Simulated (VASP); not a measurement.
Write the native input for VASP 6.6.1 that does the following.

```
Task                   : single point
Functional             : LDA
Potentials or basis    : VASP PAW LDA potentials, release 64 (K_sv, F)
Cutoff                 : 520 eV
k mesh                 : 8 × 8 × 8
Occupations            : gaussian, width 0.05 eV
Spin                   : no spin polarisation
Dipole correction      : no
Further INCAR settings : ALGO = Normal; EDIFF = 1e-07; NBANDS = 15
```

The structure of KF lies in POSCAR:

```
KF
1.0
    0.1406665698      2.6676109368      2.6676109368
    2.6676109368      0.1406665698      2.6676109368
    2.6676109368      2.6676109368      0.1406665698
K F
1 1
Direct
    0.0000000000      0.0000000000      0.0000000000
    0.5000000000      0.5000000000      0.5000000000
```

The input as run:

INCAR

```
SYSTEM = KF
ALGO     = Normal         ! electronic algorithm
EDIFF    = 1E-7           ! SCF threshold, eV
ENCUT    = 520            ! plane-wave cutoff, eV
ISIF     = 2              ! what is computed and relaxed
ISMEAR   = 0              ! smearing method
LASPH    = .True.         ! aspherical terms in the spheres
LCHARG   = .False.        ! write CHGCAR
LREAL    = .False.        ! projectors in reciprocal space
LWAVE    = .False.        ! write WAVECAR
NBANDS   = 15             ! bands
NELM     = 80             ! most SCF steps
PREC     = Accurate       ! precision mode
SIGMA    = 0.05           ! smearing width, eV
```

KPOINTS

```
k-points
0
Gamma
  8 8 8
  0 0 0
```

Potentials or basis: VASP PAW LDA potentials, release 64 (K_sv, F).

The run is started by

```console
$ cat potpaw_LDA.64/K_sv/POTCAR potpaw_LDA.64/F/POTCAR > POTCAR
$ mpirun -np 1 vasp_std > vasp.out
```

It gave:

```
Pressure               : -0.6 GPa
Band gap on the k mesh : 6.19 eV, direct
```

It took 82 s on 1 thread of AMD EPYC 7R13, on a shared host, peak memory 0.13 GiB.
